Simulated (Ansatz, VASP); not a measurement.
## PbO: VASP beside Ansatz

```
CELL_PARAMETERS angstrom
3.97440 0.00000 0.00000
0.00000 3.97440 0.00000
0.00000 0.00000 5.02200
ATOMIC_POSITIONS crystal
Pb 0.00000 0.50000 0.23510
Pb 0.50000 0.00000 0.76490
O 0.00000 0.00000 0.00000
O 0.50000 0.50000 0.00000
```

Alike in both runs: task relaxation of cell and atoms; functional PBE; k mesh 4 × 4 × 4; occupations gaussian, width 0.1 eV; no spin polarisation.

```csv
,VASP,Ansatz
version,VASP 6.6.1,Ansatz 0.2.0
potentials or method,"VASP PAW PBE potentials, release 64 (Pb_d, O), cutoff 600 eV","scalar-relativistic, plane waves, PAW"
valence electrons in the cell,40,40
```

```csv
,VASP,Ansatz,Ansatz less VASP
"gap on the k mesh at the Fermi level, each at its own relaxed structure (eV)",1.71,1.73,+0.020
relaxed volume (Å³/atom),22.60,22.62,+0.022
relaxed cell length with the largest relative difference (Å),5.502,5.487,-0.0148
```

Neither program's run includes spin-orbit coupling.
